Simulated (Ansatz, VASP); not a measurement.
BiRh: VASP beside Ansatz

File INCAR:

```
SYSTEM = BiRh
ALGO = Normal ; EDIFF = 1E-6
ENCUT = 520 ; ISIF = 2
ISMEAR = -1 ; LASPH = .TRUE.
LCHARG = .FALSE. ; LREAL = .FALSE.
LWAVE = .FALSE. ; NBANDS = 38
NELM = 100 ; PREC = Accurate
SIGMA = 0.03
```

Contents of KPOINTS:

```
k-points
0
G
  12 12 7
  0 0 0
```

The input POSCAR:

```
BiRh
1.0
    4.0386697459      0.0000000000      0.0000000000
   -2.0193348729      3.4975905974      0.0000000000
    0.0000000000      0.0000000000      5.5864635908
Bi Rh
2 2
Direct
    0.3333333333      0.6666666667      0.2500000000
    0.6666666667      0.3333333333      0.7500000000
    0.0000000000      0.0000000000      0.0000000000
    0.0000000000      0.0000000000      0.5000000000
```

Input for Ansatz:

```yaml
crystal:
  lattice:
    - [4.0386697459, 0.0, 0.0]
    - [-2.0193348729, 3.4975905974, 0.0]
    - [0.0, 0.0, 5.5864635908]
  atoms:
    - { symbol: Bi, position: [0.3333333333, 0.6666666667, 0.25] }
    - { symbol: Bi, position: [0.6666666667, 0.3333333333, 0.75] }
    - { symbol: Rh, position: [0.0, 0.0, 0.0] }
    - { symbol: Rh, position: [0.0, 0.0, 0.5] }
kpoints:
  mp_grid: { grid: [12, 12, 7] }
  band_path:
    path:
      - [0.0, 0.0, 0.0]
      - [0.5, 0.0, 0.0]
      - [0.3333333333, 0.3333333333, 0.0]
      - [0.0, 0.0, 0.0]
      - [0.0, 0.0, 0.5]
      - [0.5, 0.0, 0.5]
      - [0.3333333333, 0.3333333333, 0.5]
      - [0.0, 0.0, 0.5]
      - [0.5, 0.0, 0.5]
    npoints: 5
scf:
  occupations: { method: fermi_dirac, width: 0.03 }
hamiltonian:
  xc: lda
  pseudopotentials: { kind: all_electron, lapw: { basis_error: 0.001 } }
output:
  forces: true
  stress: true
  eigenvalues: true
```

Change from the starting cell: volume scaled by 0.96.

Alike in both runs: task single point; functional LDA; k mesh 12 × 12 × 7; occupations fermi-dirac, width 0.03 eV; no spin polarisation.

|  | VASP | Ansatz |
| --- | --- | --- |
| version | VASP 6.6.1 | Ansatz 0.2.0 |
| potentials or method | VASP PAW LDA potentials, release 64 (Bi_d, Rh_pv), cutoff 520 eV | all-electron LAPW, scalar-relativistic |

Ansatz gave:

- pressure (GPa): 3.1
- traceless stress, the component that is largest in VASP (GPa): -0.68

**Question.** What did VASP give for the same quantities?

**Answer.** Pressure (GPa): 3.6; traceless stress, the component that is largest in VASP (GPa): -0.65.

LDA's correlation is that of Perdew and Zunger in VASP and of Perdew and Wang (1992) in Ansatz. Ansatz ran all-electron here, and VASP with PAW potentials.

Spin-orbit coupling is off throughout.
